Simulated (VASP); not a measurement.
**PbO: single point with PBEsol**

PbO:

```
CELL_PARAMETERS angstrom
3.26183 0.00000 0.00000
0.00000 3.26183 0.00000
0.00000 0.00000 3.26183
ATOMIC_POSITIONS crystal
Pb 0.00000 0.00000 0.00000
O 0.50000 0.50000 0.50000
```

This cell differs from its parent crystal: Se replaced by O, lengths x 0.878, strained.

```
Program                : VASP 6.6.1
Task                   : single point
Functional             : PBEsol
Potentials or basis    : VASP PAW PBE potentials, release 64 (Pb_d, O)
Cutoff                 : 520 eV
k mesh                 : 6 × 6 × 6
Occupations            : gaussian, width 0.1 eV
Spin                   : no spin polarisation
Dipole correction      : no
Further INCAR settings : ALGO = Normal; EDIFF = 1e-07; NBANDS = 17
```

```yaml
Pressure: -8.4 GPa
Band_gap_on_the_k_mesh: 0.51 eV (least direct gap 0.70 eV)
```

Levels at points of the mesh, in eV from the valence-band top:
```tsv
k point	band 8	band 9	band 10	band 11	band 12	band 13
(0.00, 0.00, 0.00)	-1.26	-1.26	-1.26	8.30	8.30	8.30
(0.50, 0.00, 0.00)	-0.53	-0.53	-0.19	0.51	7.66	7.66
(0.50, 0.50, 0.00)	-3.88	-3.88	-0.51	4.01	4.01	9.64
(0.50, 0.50, 0.50)	-1.71	-1.71	-1.71	1.04	1.04	1.04
```

Run time: 16 s on 1 thread of AMD EPYC 7R13, with other jobs on the host, peak memory 0.11 GiB.

Caveat: the cell differs from its parent crystal (Se replaced by O, lengths x 0.878, strained); the cell stands under tension; the PAW data sets were made with another functional, which shifts forces and pressure a little; spin-orbit coupling is left out, which moves the levels of the heavy elements. A k mesh can miss the band edges.
